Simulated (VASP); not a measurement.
**Ru: single point with PBEsol**

Crystal: Ru.

```
CELL_PARAMETERS angstrom
2.68968 0.00000 0.00000
-1.34484 2.32934 0.00000
0.00000 0.00000 4.25238
ATOMIC_POSITIONS crystal
Ru 0.33333 0.66667 0.25000
Ru 0.66667 0.33333 0.75000
```

```json
{
 "Program": "VASP 6.6.1",
 "Task": "single point",
 "Functional": "PBEsol",
 "Potentials or basis": "VASP PAW PBE potentials, release 64 (Ru_pv)",
 "Cutoff": "520 eV",
 "k mesh": "18 × 18 × 10",
 "Occupations": "gaussian, width 0.1 eV",
 "Spin": "no spin polarisation"
}
```

```yaml
Pressure: -0.1 GPa
Band_gap_on_the_k_mesh: zero (band 14 reaches 14.57 eV, above the bottom of band 15 at 11.36 eV)
```

Levels at points of the mesh, in eV from the Fermi level:
```tsv
k point	band 11	band 12	band 13	band 14	band 15	band 16	band 17	band 18
(0.00, 0.00, 0.00)	-2.48	-1.97	-1.97	-1.43	-1.43	1.24	1.24	1.27
(0.50, 0.00, 0.00)	-2.12	-1.86	-1.56	1.49	1.93	2.01	4.17	6.24
(0.00, 0.00, 0.50)	-2.85	-2.85	-2.79	-2.79	0.58	0.58	0.58	0.58
(0.50, 0.00, 0.50)	-1.09	-1.09	0.45	0.45	1.76	1.76	3.45	3.45
```

It took 58 s on 1 thread of Intel(R) Xeon(R) Platinum 8488C (Sapphire Rapids), with other jobs on the host, peak memory 0.2 GiB.

Caveat: the PAW data sets were made with another functional, which shifts forces and pressure a little.
